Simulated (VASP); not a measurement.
# Sn (I4_1/amd) in VASP: notebook

The runs below take Sn through single point, with LDA.

Everything below comes from runs of VASP 6.6.1. Logs are shortened: lines on timing, memory, paths and dates and some standing lists are left out, and cuts for length are marked.

## 1. The cell of the first run

Symmetry: I4_1/amd, No. 141, tetragonal system. The conventional cell has a = 4.728 Å, b = 4.728 Å, c = 6.491 Å, α = 90.00°, β = 90.00°, γ = 90.00°. Within 3.8 Å of Sn (site symmetry -4m2) lie 4 Sn at 2.87 Å.

## 2. Single point, LDA (equal xx and yy strain of +3 %)

Contents of INCAR:

```
SYSTEM = Sn
ALGO = Normal ; EDIFF = 1E-6
ENCUT = 520 ; ISIF = 2
ISMEAR = -1 ; LASPH = .TRUE.
LCHARG = .FALSE. ; LREAL = .FALSE.
LWAVE = .FALSE. ; NBANDS = 21
NELM = 100 ; PREC = Accurate
SIGMA = 0.03
```

Contents of KPOINTS:

```
k-points
0
G
  9 9 9
  0 0 0
```

Contents of POSCAR:

```
Sn
1.0
    0.0000000000      3.3429680000      3.2456000000
    3.3429680000      0.0000000000      3.2456000000
    3.3429680000      3.3429680000      0.0000000000
Sn
2
Direct
    0.5000000000      0.5000000000      0.5000000000
    0.7500000000      0.7500000000      0.7500000000
```

Potentials or basis: VASP PAW LDA potentials, release 64 (Sn_d).

Run with:

```sh
cat potpaw_LDA.64/Sn_d/POTCAR > POTCAR
mpirun -np 1 vasp_std > vasp.out
```

OUTCAR:

```text
SYSTEM = Sn
   EDIFF = 1E-6
   ENCUT = 520
   ISIF = 2
   ISMEAR = -1
   LASPH = .TRUE.
   LREAL = .FALSE.
   NELM = 100
   PREC = Accurate

 ion  position               nearest neighbor table
   1  0.500  0.500  0.500-   2 2.87   2 2.87   2 2.87   2 2.87
   2  0.750  0.750  0.750-   1 2.87   1 2.87   1 2.87   1 2.87

  LATTYP: Found a body centered tetragonal cell.
 ALAT       =     4.7276706842
 C/A-ratio  =     1.3730228761

  Lattice vectors:

 A1 = (   0.0000000000,  -3.3429680000,  -3.2456000000)
 A2 = (   0.0000000000,   3.3429680000,  -3.2456000000)
 A3 = (   3.3429680000,   0.0000000000,   3.2456000000)

Analysis of symmetry for initial positions (statically):
=====================================================================
 Subroutine PRICEL returns:
 Original cell was already a primitive cell.

 Routine SETGRP: Setting up the symmetry group for a
 body centered tetragonal supercell.

 Subroutine GETGRP returns: Found 16 space group operations
 (whereof  8 operations were pure point group operations)
 out of a pool of 16 trial point group operations.

The static configuration has the point symmetry D_2d.
 The point group associated with its full space group is D_4h.

Analysis of symmetry for dynamics (positions and initial velocities):
=====================================================================
 Subroutine PRICEL returns:
 Original cell was already a primitive cell.

 Routine SETGRP: Setting up the symmetry group for a
 body centered tetragonal supercell.

 Subroutine GETGRP returns: Found 16 space group operations
 (whereof  8 operations were pure point group operations)
 out of a pool of 16 trial point group operations.

The dynamic configuration has the point symmetry D_2d.
 The point group associated with its full space group is D_4h.

 Subroutine INISYM returns: Found 16 space group operations
 (whereof  8 operations are pure point group operations),
 and found     1 'primitive' translations

----------------------------------------------------------------------------------------

                                     Primitive cell

  volume of cell :      72.5420

  direct lattice vectors                    reciprocal lattice vectors
     0.000000000  3.342968000  3.245600000    -0.149567690  0.149567690  0.154054720
     3.342968000  0.000000000  3.245600000     0.149567690 -0.149567690  0.154054720
     3.342968000  3.342968000  0.000000000     0.149567690  0.149567690 -0.154054720

  length of vectors
     4.659329824  4.659329824  4.727670684     0.261675074  0.261675074  0.261675074

  position of ions in fractional coordinates (direct lattice)
     0.500000000  0.500000000  0.500000000
     0.750000000  0.750000000  0.750000000

[... 76 lines left out ...]
   EDIFF  = 0.1E-05   stopping-criterion for ELM
   LREAL  =      F    real-space projection
   EDIFFG = 0.1E-04   stopping-criterion for IOM
   NSW    =      0    number of steps for IOM
   IBRION =     -1    ionic relax: 0-MD 1-quasi-New 2-CG
   NFREE  =      0    steps in history (QN), initial steepest desc. (CG)
   ISIF   =      2    stress and relaxation
   ISYM   =      2    0-nonsym 1-usesym 2-fastsym
   POTIM  = 0.5000    time-step for ionic-motion
   TEBEG  =    0.0;   TEEND  =   0.0 temperature during run
   PSTRESS=    0.0 pullay stress
   NELECT =      28.0000    total number of electrons
   NUPDOWN=      -1.0000    fix difference up-down
   EMIN   =  10.00;   EMAX   =-10.00  energy-range for DOS
   EFERMI =   0.00;   METHOD = LEGACY
   ISMEAR =    -1;   SIGMA  =   0.03  broadening in eV -4-tet -1-fermi 0-gaus
   EFERMI_NEDOS =   21; number of points for ismear=-14 and -15
   IALGO  =     38    algorithm
   IMIX   =      4    mixing-type and parameters
     AMIX     =   0.40;   BMIX     =  1.00
     AMIX_MAG =   1.60;   BMIX_MAG =  1.00
  volume/ion in A,a.u.               =      36.27       244.77
  Fermi-wavevector in a.u.,A,eV,Ry     =   1.191967  2.252492 19.330970  1.420786
  Thomas-Fermi vector in A             =   2.328017
   LORBIT       =      0    0 simple, 1 ext, 2 COOP (PROOUT), +10 PAW based schemes
   GGA     = CA    functional components
   LHFCALC =     F    Hartree Fock is set to
   AEXX    =    0.0000 exact exchange contribution
   IVDW    =     0    specifies the selected vdW correction
   LEPSILON=     F    determine dielectric tensor
   LRPA    =     F    only Hartree local field effects (RPA)
 non-spin polarized calculation
  energy-cutoff  :      520.00
  volume of cell :       72.54
 maximum number of plane-waves:      1972
   NGX = 17   NGY = 17   NGZ = 17

 number of electron      28.0000000 magnetization

 Free energy of the ion-electron system (eV)
  ---------------------------------------------------
  ext. energy  EPLUGINS =         0.00000000
  ---------------------------------------------------
  free energy    TOTEN  =        -8.89564570 eV

  energy without entropy =       -8.89434011  energy(sigma->0) =       -8.89499291

 E-fermi :   4.6623     XC(G=0):  -8.9408

 val. band max:        4.6261823562   @ k =  -0.1111   0.0000   0.1111
 cond. band min:       4.6837239672   @ k =   0.1111  -0.0000   0.0000
 fundamental gap:      0.0575416109
 Fermi energy:         4.6622888449

 k-point     1 :       0.0000    0.0000    0.0000
  band No.  band energies     occupation
      1     -16.7615      2.00000
      2     -16.7521      2.00000
      3     -16.7521      2.00000
      4     -16.7028      2.00000
      5     -16.7004      2.00000
      6     -16.4418      2.00000
[... 565 lines left out ...]
     20      14.1856      0.00000
     21      14.6871      0.00000

 [... further k-points ...]

------------------------ aborting loop because EDIFF is reached ----------------------------------------

  FORCE on cell =-STRESS in cart. coord.  units (eV):
  Direction    XX          YY          ZZ          XY          YZ          ZX
  --------------------------------------------------------------------------------------
  -------------------------------------------------------------------------------------
  Total       -1.2681712     -1.2681712     -0.9035257      0.0000000      0.0000000      0.0000000
  in kB      -28.0090925    -28.0090925    -19.9554557      0.0000000      0.0000000      0.0000000
  external PRESSURE =     -25.3245469 kB  Pullay stress =       0.0000000 kB

 VOLUME and BASIS-vectors are now :
 -----------------------------------------------------------------------------
  energy-cutoff  :      520.00
  volume of cell :       72.54
      direct lattice vectors                 reciprocal lattice vectors
     0.000000000  3.342968000  3.245600000    -0.149567690  0.149567690  0.154054720
     3.342968000  0.000000000  3.245600000     0.149567690 -0.149567690  0.154054720
     3.342968000  3.342968000  0.000000000     0.149567690  0.149567690 -0.154054720

 POSITION                                       TOTAL-FORCE (eV/Angst)
 -----------------------------------------------------------------------------------
      3.34297      3.34297      3.24560        -0.000000      0.000000     -0.000000
      5.01445      5.01445      4.86840         0.000000     -0.000000      0.000000
 -----------------------------------------------------------------------------------
    total drift:                                0.000000      0.000000      0.000000

  FREE ENERGIE OF THE ION-ELECTRON SYSTEM (eV)
  ---------------------------------------------------
  free  energy   TOTEN  =        -8.8956457016 eV

  energy  without entropy=       -8.8943401110  energy(sigma->0) =       -8.89499291
```

OSZICAR:

```text
N       E                     dE             d eps       ncg     rms          rms(c)
DAV:   1     0.230078652121E+03    0.23008E+03   -0.14923E+04  3180   0.190E+03
DAV:   2     0.168799240863E+02   -0.21320E+03   -0.20864E+03  3165   0.446E+02
DAV:   3    -0.814893653553E+01   -0.25029E+02   -0.24884E+02  3740   0.142E+02
DAV:   4    -0.897416124054E+01   -0.82522E+00   -0.82493E+00  3525   0.292E+01
DAV:   5    -0.900305225997E+01   -0.28891E-01   -0.28891E-01  4595   0.535E+00    0.300E+00
DAV:   6    -0.893102632079E+01    0.72026E-01   -0.34607E-02  4155   0.209E+00    0.170E+00
DAV:   7    -0.889509214246E+01    0.35934E-01   -0.51607E-02  3400   0.203E+00    0.138E-01
DAV:   8    -0.889556080451E+01   -0.46866E-03   -0.49912E-03  3648   0.798E-01    0.485E-02
DAV:   9    -0.889564517397E+01   -0.84369E-04   -0.16405E-04  4189   0.998E-02    0.138E-02
DAV:  10    -0.889564570162E+01   -0.52766E-06   -0.95386E-06  3869   0.313E-02
   1 F= -.88956457E+01 E0= -.88949929E+01  d E =-.130559E-02
```

Run time: 2 min. Hardware: 1 thread of Intel Xeon Platinum 8175M at 2.50GHz (Skylake/Cascade Lake), shared host; peak memory 0.22 GiB.

What came out:

| Item | Value |
| --- | --- |
| Free energy | -8.8956 eV |
| Pressure | -2.5 GPa |
| Band gap on the k mesh | zero (bands 14 and 15 overlap by 0.23 eV) |

Stress tensor (GPa, compression positive):
```
-2.80  0.00  0.00
 0.00 -2.80  0.00
 0.00  0.00 -2.00
```

Levels at points of the mesh, in eV from the Fermi level:
| k point | band 11 | band 12 | band 13 | band 14 | band 15 | band 16 | band 17 | band 18 |
| --- | --- | --- | --- | --- | --- | --- | --- | --- |
| (0.00, 0.00, 0.00) | -10.17 | -1.12 | 0.11 | 0.11 | 0.29 | 2.15 | 2.27 | 2.27 |

Caveat: the cell differs from its parent crystal (equal xx and yy strain of +3 %); spin-orbit coupling is left out, which moves the levels of the heavy elements.

## 3. Single point, LDA (zz strain of -3 %)

Contents of INCAR:

```
PREC = Accurate
ENCUT = 520
EDIFF = 1E-6
ISMEAR = -1
SIGMA = 0.03
LREAL = F
LASPH = T
NELM = 80
ALGO = Normal
ISIF = 2
LWAVE = F
LCHARG = T
LELF = T
LVHAR = T
NBANDS = 21
```

Contents of KPOINTS:

```
Automatic mesh
0
Gamma
  9 9 9
```

Contents of POSCAR:

```
Sn
1.0
    0.0000000000      3.2456000000      3.1482320000
    3.2456000000      0.0000000000      3.1482320000
    3.2456000000      3.2456000000      0.0000000000
Sn
2
Direct
    0.5000000000      0.5000000000      0.5000000000
    0.7500000000      0.7500000000      0.7500000000
```

Potentials or basis: VASP PAW LDA potentials, release 64 (Sn_d).

Run with:

```sh
cat potpaw_LDA.64/Sn_d/POTCAR > POTCAR
mpirun -np 1 vasp_std > vasp.out
```

It took 2.1 min on 1 thread of Intel Xeon 8259CL, shared host; peak memory 0.22 GiB.

Results (log left out):

```
Free energy            : -8.9285 eV
Pressure               : 1.1 GPa
Band gap on the k mesh : zero (bands 14 and 15 overlap by 0.05 eV)
```

Stress tensor (GPa, compression positive):
```
0.76 0.00 0.00
0.00 0.76 0.00
0.00 0.00 1.70
```

Levels at points of the mesh, in eV from the Fermi level:
```csv
k point,band 11,band 12,band 13,band 14,band 15,band 16,band 17,band 18
"(0.00, 0.00, 0.00)",-10.81,-0.55,0.06,0.06,0.26,2.11,2.24,2.24
```

Caveat: the cell differs from its parent crystal (zz strain of -3 %); spin-orbit coupling is left out, which moves the levels of the heavy elements.
